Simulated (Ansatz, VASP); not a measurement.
# Two plane-wave programs on Ag

```
CELL_PARAMETERS angstrom
4.58504 0.00000 0.00000
-2.29252 3.97076 0.00000
0.00000 0.00000 2.81063
ATOMIC_POSITIONS crystal
Ag 0.00000 0.00000 0.00000
Ag 0.33333 0.66667 0.50000
Ag 0.66667 0.33333 0.50000
```

Alike in both runs: task relaxation of cell and atoms; functional LDA; k mesh 8 × 8 × 11; occupations fermi-dirac, width 0.1 eV; no spin polarisation.

```csv
,VASP,Ansatz
version,VASP 6.6.1,Ansatz 0.2.0
potentials or method,"VASP PAW LDA potentials, release 64 (Ag), cutoff 600 eV","plane waves (420 eV) with PAW, scalar-relativistic"
valence electrons in the cell,33,57
```

```tsv
	VASP	Ansatz	Ansatz less VASP
relaxed volume (Å³/atom)	16.36	16.35	-0.010
relaxed length of the cell vector where the two differ most in proportion (Å)	2.729	2.729	-0.0006
```

Ansatz warns that its potentials were made for another functional, while VASP's fit it. LDA's correlation is that of Perdew and Zunger in VASP and of Perdew and Wang (1992) in Ansatz. VASP's potentials hold 33 valence electrons a cell and Ansatz's 57, so a difference there can come from the potentials and not from the codes.
